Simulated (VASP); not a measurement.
The system is AgCl (Chlorargyrite).

```
Ag Cl
1.0
     0.00000    2.77099    2.77099
     2.77099    0.00000    2.77099
     2.77099    2.77099    0.00000
Ag Cl
1 1
Direct
  0.00000 0.00000 0.00000
  0.50000 0.50000 0.50000
```

Base run:

```yaml
Program: VASP 6.6.1
Functional: LDA
Potentials_or_basis: VASP PAW LDA potentials, release 64 (Ag, Cl)
Cutoff: 520 eV
k_mesh: 8 × 8 × 8
Occupations: fermi-dirac, width 0.05 eV
Spin: no spin polarisation
```

Its results: band gap on the k mesh 0.64 eV, indirect (least direct gap 2.95 eV); pressure -5.5 GPa.

Question: The run is repeated on the same cell with these changes: k mesh from 8 × 8 × 8 to 7 × 7 × 7. What comes out?

Answer: Band gap on the k mesh 0.72 eV, indirect (least direct gap 2.95 eV); pressure -5.5 GPa.

A k mesh can miss the band edges.
